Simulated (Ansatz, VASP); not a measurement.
One calculation of BN, two programs

```
B N
1.0
     0.00000    1.79027    1.79027
     1.79027    0.00000    1.79027
     1.79027    1.79027    0.00000
B N
1 1
Direct
  0.00000 0.00000 0.00000
  0.25000 0.25000 0.25000
```

Alike in both runs: functional LDA; k mesh 12 × 12 × 12; occupations gaussian, width 0.02 eV; no spin polarisation.

Ansatz relaxed the structure, and its values are those at the end. VASP's run is a single point on that final structure, the one shown.

```csv
,VASP,Ansatz
version,VASP 6.6.1,Ansatz 0.2.0
potentials or method,"VASP PAW LDA potentials, release 64 (B, N), cutoff 600 eV","scalar-relativistic, plane waves, PAW"
valence electrons in the cell,8,8
```

VASP gave:

| Item | Value |
| --- | --- |
| gap on the k mesh at the Fermi level (eV) | 4.38 |
| least direct gap on the mesh (eV) | 8.82 |
| pressure (GPa) | 0.8 |

Task: What did Ansatz give for the same quantities?

Result: gap on the k mesh at the Fermi level (eV): 4.39; least direct gap on the mesh (eV): 8.83; pressure (GPa): 0.0.

LDA's correlation is that of Perdew and Zunger in VASP and of Perdew and Wang (1992) in Ansatz.
